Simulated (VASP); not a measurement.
Wanted: the native input for a VASP 6.6.1 run.

```yaml
Task: single point
Functional: PBE
Potentials_or_basis: VASP PAW PBE potentials, release 64 (Li_sv, F)
Cutoff: 750 eV
k_mesh: 6 × 6 × 4
Occupations: gaussian, width 0.01 eV
Spin: no spin polarisation
Dipole_correction: no
Further_INCAR_settings: ALGO = Normal; EDIFF = 1e-06; NBANDS = 18
```

The structure of LiF lies in POSCAR:

```
LiF
1.0
    3.0810126348      0.0000000000      0.0000000000
   -1.5405063174      2.6682352111      0.0000000000
    0.0000000000      0.0000000000      4.7853429988
Li F
2 2
Direct
    0.3333333333      0.6666666667     -0.0074305302
    0.6666666667      0.3333333333      0.4925694698
    0.3333333333      0.6666666667      0.3824305302
    0.6666666667      0.3333333333      0.8824305302
```

The input as run:

INCAR

```
SYSTEM = LiF
  PREC = Accurate
  ENCUT = 750
  EDIFF = 1E-6
  ISMEAR = 0
  SIGMA = 0.01
  LREAL = .False.
  LASPH = .True.
  NELM = 120
  ALGO = Normal
  ISIF = 2
  LWAVE = .False.
  LCHARG = .False.
  GGA = PE
  NBANDS = 18
  GGA_COMPAT = .False.
```

KPOINTS

```
Automatic mesh
0
Gamma
  6 6 4
  0 0 0
```

Potentials or basis: VASP PAW PBE potentials, release 64 (Li_sv, F).

The run is started by

```bash
$ cat potpaw_PBE.64/Li_sv/POTCAR potpaw_PBE.64/F/POTCAR > POTCAR
$ mpirun -np 1 vasp_std > vasp.out
```

Results of the run:

```yaml
Pressure: 2.6 GPa
Largest_force: 0.003 eV/Å
Band_gap_on_the_k_mesh: 7.84 eV
```

It took 10 s on 1 thread of Intel(R) Xeon(R) 6975P-C (Granite Rapids) (shared host), peak memory 0.17 GiB.
